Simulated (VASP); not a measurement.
**Mo: single point with LDA**

The system is Mo.

```
CELL_PARAMETERS angstrom
-1.55657 1.55657 1.55657
1.55657 -1.55657 1.55657
1.55657 1.55657 -1.55657
ATOMIC_POSITIONS crystal
Mo 0.00000 0.00000 0.00000
```

* Program: VASP 6.6.1
* Task: single point
* Functional: LDA
* Potentials or basis: VASP PAW LDA potentials, release 64 (Mo_sv)
* Cutoff: 520 eV
* k mesh: 14 × 14 × 14
* Occupations: fermi-dirac, width 0.1 eV
* Spin: non-collinear spin, zero start, spin-orbit coupling
* Starting moments: [[0.0, 0.0, 0.0]] μB

The pressure is 1.3 GPa. The net moment is 0.00 μB per cell and the valence electrons inside the program's atomic spheres are Mo 12.61.

Moments on the atoms (μB; x, y, z):
```
Mo  0.00 0.00 0.00
```

Run time: 58 s on 1 thread of Intel(R) Xeon(R) 6975P-C (Granite Rapids), on a shared host, peak memory 0.17 GiB.
